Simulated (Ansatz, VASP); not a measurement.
# One calculation of Nb, two programs

```
Nb
1.0
     0.01322    2.11500    2.11500
     2.12822    0.00000    2.12822
     2.11500    2.11500    0.01322
Nb
1
Cartesian
  0.0000 0.0000 0.0000
```

Change from the starting cell: strain +0.0125 x Voigt [0, 0, 0, 0, 1, 0], atoms carried along.

Alike in both runs: task single point; functional PBEsol; k mesh 20 × 20 × 20; occupations gaussian, width 0.15 eV; no spin polarisation.

|  | VASP | Ansatz |
| --- | --- | --- |
| version | VASP 6.6.1 | Ansatz 0.2.0 |
| potentials or method | VASP PAW PBE potentials, release 64 (Nb_sv), cutoff 520 eV | scalar-relativistic, plane waves, PAW |
| valence electrons in the cell | 13 | 13 |

```csv
,VASP,Ansatz,Ansatz less VASP
gap on the k mesh at the Fermi level (eV),none,none,-
pressure (GPa),-7.2,-6.9,+0.27
"traceless stress, the component that is largest in VASP (GPa)",0.66,0.67,+0.016
```

VASP's potentials were made for PBE, not for PBEsol. A gap of «none» marks a metal or a gap that the smearing closes.
